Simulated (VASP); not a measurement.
**Ru: single point with LDA**

Crystal: Ru.

```
CELL_PARAMETERS angstrom
0.00000 1.94583 1.94583
1.94583 0.00000 1.94583
1.94583 1.94583 0.00000
ATOMIC_POSITIONS crystal
Ru 0.00000 0.00000 0.00000
```

This cell differs from its parent crystal: volume scaled by 1.12.

```yaml
Program: VASP 6.6.1
Task: single point
Functional: LDA
Potentials_or_basis: VASP PAW LDA potentials, release 64 (Ru_pv)
Cutoff: 520 eV
k_mesh: 16 × 16 × 16
Occupations: fermi-dirac, width 0.1 eV
Spin: no spin polarisation
Dipole_correction: no
Further_INCAR_settings: ALGO = Normal; EDIFF = 1e-06; NBANDS = 13
```

| Property | Result |
| --- | --- |
| Pressure | -30.4 GPa |
| Band gap on the k mesh | zero (band 7 reaches 13.14 eV, above the bottom of band 8 at 9.97 eV) |

Levels at points of the mesh, in eV from the Fermi level:
```csv
k point,band 4,band 5,band 6,band 7,band 8,band 9,band 10,band 11
"(0.00, 0.00, 0.00)",-7.49,-2.33,-2.33,-2.33,-0.14,-0.14,10.16,15.05
"(0.50, 0.00, 0.00)",-5.53,-2.42,-2.42,0.96,1.51,1.51,9.03,10.16
"(0.50, 0.50, 0.00)",-5.73,-5.30,1.48,1.96,1.96,3.38,10.15,12.51
```

It took 13 s on 1 thread of Intel(R) Xeon(R) 6975P-C (Granite Rapids), with other jobs on the host, peak memory 0.14 GiB.
